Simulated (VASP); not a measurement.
# Ta2SiO3 (P4/mmm) in VASP: single point with PBE

Aim: the single point of Ta2SiO3 with PBE.

Everything below comes from runs of VASP 6.6.1. Logs are shortened: lines on timing, memory, paths and dates and some standing lists are left out, and cuts for length are marked.

**1. The cell of the first run**

It takes space group P4/mmm (No. 123, tetragonal). Conventional cell: a = 4.074 Å, b = 4.074 Å, c = 5.701 Å, α = 90.00°, β = 90.00°, γ = 90.00°. Within 3.8 Å of Ta (site symmetry 4/mmm) lie 2 Ta at 2.85 Å and 12 O at 2.88 to 3.50 Å. Ta (site symmetry 4/mmm) has 4 O at 2.04 Å within 2.7 Å. Within 2.7 Å of Si (site symmetry 4/mmm) lie 4 O at 2.04 Å. Within 2.7 Å of O (site symmetry mmm) lie 2 Ta at 2.04 Å and 2 Si at 2.04 Å. Within 3.8 Å of O (site symmetry 4/mmm) lie 2 Si at 2.85 Å and 4 Ta at 2.88 Å and 8 O at 3.50 Å.

The cell was generated, and may not be a known phase.

**2. Single point, PBE**

Contents of INCAR:

```
SYSTEM = Ta2SiO3
ALGO = Normal
EDIFF = 1E-6
ENCUT = 700
GGA = PE
GGA_COMPAT = .False.
ISIF = 2
ISMEAR = 0
LASPH = .True.
LCHARG = .False.
LREAL = .False.
LWAVE = .False.
NBANDS = 33
NELM = 120
PREC = Accurate
SIGMA = 0.15
```

Contents of KPOINTS:

```
k-points
0
Gamma
  3 3 2
  0 0 0
```

Contents of POSCAR:

```
Ta2SiO3
1.0
    4.0738833971      0.0000000000      0.0000000000
    0.0000000000      4.0738833971      0.0000000000
    0.0000000000      0.0000000000      5.7009764699
Ta Si O
2 1 3
Direct
    0.5000000000      0.5000000000      0.0000000000
    0.5000000000      0.5000000000      0.5000000000
    0.0000000000      0.0000000000      0.5000000000
    0.5000000000      0.0000000000      0.5000000000
    0.0000000000      0.5000000000      0.5000000000
    0.0000000000      0.0000000000      0.0000000000
```

Potentials or basis: VASP PAW PBE potentials, release 64 (Ta_sv_GW, Si, O).

On the command line:

```console
$ cat potpaw_PBE.64/Ta_sv_GW/POTCAR potpaw_PBE.64/Si/POTCAR potpaw_PBE.64/O/POTCAR > POTCAR
$ mpirun -np 1 vasp_std > vasp.out
```

OUTCAR:

```text
SYSTEM = Ta2SiO3
   EDIFF = 1E-6
   ENCUT = 700
   GGA = PE
   ISIF = 2
   ISMEAR = 0
   LASPH = .True.
   LREAL = .False.
   NELM = 120
   PREC = Accurate

 ion  position               nearest neighbor table
   1  0.500  0.500  0.000-   2 2.85   2 2.85
   2  0.500  0.500  0.500-   4 2.04   5 2.04   4 2.04   5 2.04   1 2.85   1 2.85   3 2.88   3 2.88
                             3 2.88   3 2.88
   3  0.000  0.000  0.500-   4 2.04   5 2.04   5 2.04   4 2.04   2 2.88   2 2.88   2 2.88   2 2.88

   4  0.500  0.000  0.500-   2 2.04   3 2.04   2 2.04   3 2.04
   5  0.000  0.500  0.500-   2 2.04   3 2.04   3 2.04   2 2.04
   6  0.000  0.000  0.000-

  LATTYP: Found a simple tetragonal cell.
 ALAT       =     4.0738833971
 C/A-ratio  =     1.3993960833

  Lattice vectors:

 A1 = (   4.0738833971,   0.0000000000,   0.0000000000)
 A2 = (   0.0000000000,   4.0738833971,   0.0000000000)
 A3 = (   0.0000000000,   0.0000000000,   5.7009764699)

Analysis of symmetry for initial positions (statically):
=====================================================================
 Subroutine PRICEL returns:
 Original cell was already a primitive cell.

 Routine SETGRP: Setting up the symmetry group for a
 simple tetragonal supercell.

 Subroutine GETGRP returns: Found 16 space group operations
 (whereof 16 operations were pure point group operations)
 out of a pool of 16 trial point group operations.

The static configuration has the point symmetry D_4h.

Analysis of symmetry for dynamics (positions and initial velocities):
=====================================================================
 Subroutine PRICEL returns:
 Original cell was already a primitive cell.

 Routine SETGRP: Setting up the symmetry group for a
 simple tetragonal supercell.

 Subroutine GETGRP returns: Found 16 space group operations
 (whereof 16 operations were pure point group operations)
 out of a pool of 16 trial point group operations.

The dynamic configuration has the point symmetry D_4h.

 Subroutine INISYM returns: Found 16 space group operations
 (whereof 16 operations are pure point group operations),
 and found     1 'primitive' translations

----------------------------------------------------------------------------------------

                                     Primitive cell

  volume of cell :      94.6164

  direct lattice vectors                    reciprocal lattice vectors
     4.073883397  0.000000000  0.000000000     0.245466034  0.000000000  0.000000000
     0.000000000  4.073883397  0.000000000     0.000000000  0.245466034  0.000000000
     0.000000000  0.000000000  5.700976470     0.000000000  0.000000000  0.175408547

  length of vectors
     4.073883397  4.073883397  5.700976470     0.245466034  0.245466034  0.175408547

  position of ions in fractional coordinates (direct lattice)
     0.500000000  0.500000000  0.000000000
     0.500000000  0.500000000  0.500000000
     0.000000000  0.000000000  0.500000000
     0.500000000  0.000000000  0.500000000
     0.000000000  0.500000000  0.500000000
     0.000000000  0.000000000  0.000000000

  ion indices of the primitive-cell ions
   primitive index   ion index
                 1           1
                 2           2
                 3           3
                 4           4
                 5           5
                 6           6

----------------------------------------------------------------------------------------

 KPOINTS: k-points

Automatic generation of k-mesh.
 Grid dimensions read from file:
 generate k-points for:    3    3    2

 Generating k-lattice:

  Cartesian coordinates                     Fractional coordinates (reciprocal lattice)
     0.081822011  0.000000000  0.000000000     0.333333333  0.000000000  0.000000000
     0.000000000  0.081822011  0.000000000     0.000000000  0.333333333  0.000000000
     0.000000000  0.000000000  0.087704274     0.000000000  0.000000000  0.500000000

  Length of vectors
     0.081822011  0.081822011  0.087704274

  Shift w.r.t. Gamma in fractional coordinates (k-lattice)
     0.000000000  0.000000000  0.000000000

 Subroutine IBZKPT returns following result:
 ===========================================

 Found      6 irreducible k-points:

 Following reciprocal coordinates:
            Coordinates               Weight
  0.000000  0.000000  0.000000      1.000000
  0.333333  0.000000  0.000000      4.000000
  0.333333  0.333333  0.000000      4.000000
  0.000000  0.000000  0.500000      1.000000
  0.333333  0.000000  0.500000      4.000000
  0.333333  0.333333  0.500000      4.000000
   k-points           NKPTS =      6   k-points in BZ     NKDIM =      6   number of bands    NBANDS=     33
   number of dos      NEDOS =    301   number of ions     NIONS =      6
   total plane-waves  NPLWV =  64800
   dimension x,y,z NGX =    36 NGY =   36 NGZ =   50
   dimension x,y,z NGXF=    72 NGYF=   72 NGZF=  100
   ions per type =               2   1   3
   NGX,Y,Z   is equivalent  to a cutoff of  14.69, 14.69, 14.58 a.u.
   NGXF,Y,Z  is equivalent  to a cutoff of  29.38, 29.38, 29.16 a.u.
 SYSTEM =  Ta2SiO3
   PREC   = accura    normal or accurate (medium, high low for compatibility)
   ISTART =      0    job   : 0-new  1-cont  2-samecut
   ICHARG =      2    charge: 1-file 2-atom 10-const
   ISPIN  =      1    spin polarized calculation?
   LNONCOLLINEAR =      F non collinear calculations
   LSORBIT =      F    spin-orbit coupling
   LASPH  =      T    aspherical Exc in radial PAW
   ENCUT  =  700.0 eV  51.45 Ry    7.17 a.u.   8.79  8.79 12.30*2*pi/ulx,y,z
   NELM   =    120;   NELMIN=  2; NELMDL= -5     # of ELM steps
   EDIFF  = 0.1E-05   stopping-criterion for ELM
   LREAL  =      F    real-space projection
   EDIFFG = 0.1E-04   stopping-criterion for IOM
   NSW    =      0    number of steps for IOM
   IBRION =     -1    ionic relax: 0-MD 1-quasi-New 2-CG
   NFREE  =      0    steps in history (QN), initial steepest desc. (CG)
   ISIF   =      2    stress and relaxation
   ISYM   =      2    0-nonsym 1-usesym 2-fastsym
   POTIM  = 0.5000    time-step for ionic-motion
   TEBEG  =    0.0;   TEEND  =   0.0 temperature during run
   PSTRESS=    0.0 pullay stress
   NELECT =      48.0000    total number of electrons
   NUPDOWN=      -1.0000    fix difference up-down
   EMIN   =  10.00;   EMAX   =-10.00  energy-range for DOS
   EFERMI =   0.00;   METHOD = LEGACY
   ISMEAR =     0;   SIGMA  =   0.15  broadening in eV -4-tet -1-fermi 0-gaus
   EFERMI_NEDOS =   21; number of points for ismear=-14 and -15
   IALGO  =     38    algorithm
   IMIX   =      4    mixing-type and parameters
     AMIX     =   0.40;   BMIX     =  1.00
     AMIX_MAG =   1.60;   BMIX_MAG =  1.00
  volume/ion in A,a.u.               =      15.77       106.42
  Fermi-wavevector in a.u.,A,eV,Ry     =   1.305669  2.467357 23.194825  1.704772
  Thomas-Fermi vector in A             =   2.436523
   LORBIT       =      0    0 simple, 1 ext, 2 COOP (PROOUT), +10 PAW based schemes
   GGA     = PE    functional components
   LHFCALC =     F    Hartree Fock is set to
   AEXX    =    0.0000 exact exchange contribution
   IVDW    =     0    specifies the selected vdW correction
   LEPSILON=     F    determine dielectric tensor
   LRPA    =     F    only Hartree local field effects (RPA)
 non-spin polarized calculation
 Gauss-broadening in eV      SIGMA  =   0.15
  energy-cutoff  :      700.00
  volume of cell :       94.62
 maximum number of plane-waves:      3992
 NGX is ok and might be reduce to    36
   NGX = 17   NGY = 17   NGZ = 25

 number of electron      47.9999987 magnetization

 Free energy of the ion-electron system (eV)
  ---------------------------------------------------
  ext. energy  EPLUGINS =         0.00000000
  ---------------------------------------------------
  free energy    TOTEN  =       -48.81702931 eV

  energy without entropy =      -48.73071304  energy(sigma->0) =      -48.77387118

 E-fermi :   6.4594     XC(G=0): -10.6937

 val. band max:        6.4250391824   @ k =   0.3333   0.0000   0.0000
 cond. band min:       6.5079677132   @ k =   0.0000   0.0000   0.5000
 fundamental gap:      0.0829285308
 Fermi energy:         6.4593542427

 k-point     1 :       0.0000    0.0000    0.0000
  band No.  band energies     occupation
      1     -63.0304      2.00000
      2     -62.3363      2.00000
      3     -29.5688      2.00000
      4     -29.5688      2.00000
      5     -29.1257      2.00000
      6     -29.1257      2.00000
[... 25 lines left out ...]
     32      10.5047      0.00000
     33      11.8888      0.00000

 k-point     2 :       0.3333    0.0000    0.0000
  band No.  band energies     occupation
      1     -63.0303      2.00000
      2     -62.3359      2.00000
      3     -29.5805      2.00000
      4     -29.5679      2.00000
      5     -29.2056      2.00000
      6     -29.1226      2.00000
[... 25 lines left out ...]
     32      10.4047      0.00000
     33      10.9124      0.00000

 k-point     3 :       0.3333    0.3333    0.0000
  band No.  band energies     occupation
      1     -63.0301      2.00000
      2     -62.3355      2.00000
      3     -29.5794      2.00000
      4     -29.5792      2.00000
      5     -29.2020      2.00000
      6     -29.2011      2.00000
[... 25 lines left out ...]
     32       9.8671      0.00000
     33      10.9462      0.00000

 k-point     4 :       0.0000    0.0000    0.5000
  band No.  band energies     occupation
      1     -63.0297      2.00000
      2     -62.3372      2.00000
      3     -29.5654      2.00000
      4     -29.5654      2.00000
      5     -29.1295      2.00000
      6     -29.1295      2.00000
[... 25 lines left out ...]
     32       9.2458      0.00000
     33      10.4837      0.00000

 k-point     5 :       0.3333    0.0000    0.5000
  band No.  band energies     occupation
      1     -63.0295      2.00000
      2     -62.3368      2.00000
      3     -29.5761      2.00000
      4     -29.5645      2.00000
      5     -29.2105      2.00000
      6     -29.1263      2.00000
[... 25 lines left out ...]
     32       9.1069      0.00000
     33      10.5698      0.00000

 k-point     6 :       0.3333    0.3333    0.5000
  band No.  band energies     occupation
      1     -63.0293      2.00000
      2     -62.3364      2.00000
      3     -29.5750      2.00000
      4     -29.5748      2.00000
      5     -29.2068      2.00000
      6     -29.2059      2.00000
[... 25 lines left out ...]
     32       8.8348      0.00000
     33      10.4583      0.00000

------------------------ aborting loop because EDIFF is reached ----------------------------------------

  FORCE on cell =-STRESS in cart. coord.  units (eV):
  Direction    XX          YY          ZZ          XY          YZ          ZX
  --------------------------------------------------------------------------------------
  -------------------------------------------------------------------------------------
  Total        0.4031874      0.4031874      0.1722789      0.0000000      0.0000000      0.0000000
  in kB        6.8273339      6.8273339      2.9172677      0.0000000      0.0000000      0.0000000
  external PRESSURE =       5.5239785 kB  Pullay stress =       0.0000000 kB

 VOLUME and BASIS-vectors are now :
 -----------------------------------------------------------------------------
  energy-cutoff  :      700.00
  volume of cell :       94.62
      direct lattice vectors                 reciprocal lattice vectors
     4.073883397  0.000000000  0.000000000     0.245466034  0.000000000  0.000000000
     0.000000000  4.073883397  0.000000000     0.000000000  0.245466034  0.000000000
     0.000000000  0.000000000  5.700976470     0.000000000  0.000000000  0.175408547

 POSITION                                       TOTAL-FORCE (eV/Angst)
 -----------------------------------------------------------------------------------
      2.03694      2.03694      0.00000         0.000000      0.000000      0.000000
      2.03694      2.03694      2.85049         0.000000      0.000000      0.000000
      0.00000      0.00000      2.85049         0.000000      0.000000      0.000000
      2.03694      0.00000      2.85049         0.000000      0.000000      0.000000
      0.00000      2.03694      2.85049         0.000000      0.000000      0.000000
      0.00000      0.00000      0.00000         0.000000      0.000000      0.000000
 -----------------------------------------------------------------------------------
    total drift:                                0.000000      0.000000      0.000000

  FREE ENERGIE OF THE ION-ELECTRON SYSTEM (eV)
  ---------------------------------------------------
  free  energy   TOTEN  =       -48.8170293141 eV

  energy  without entropy=      -48.7307130373  energy(sigma->0) =      -48.77387118
```

Run time: 2.2 min. Hardware: 1 thread of AMD EPYC 7R43 (Zen 3), shared host; peak memory 0.22 GiB.

Results:

| Quantity | Value |
| --- | --- |
| Free energy | -48.8170 eV |
| Pressure | 0.6 GPa |
| Band gap on the k mesh | zero (bands 24 and 25 overlap by 1.28 eV) |

Stress tensor (GPa, compression positive):
```
0.68 0.00 0.00
0.00 0.68 0.00
0.00 0.00 0.29
```

Caveat: the k points lie up to 0.55 Å⁻¹ apart, too coarse for converged energies and pressures of a metal; spin-orbit coupling is left out, which moves the levels of the heavy elements.

The gap in the log of VASP goes by the Fermi energy; the results here count the filled bands.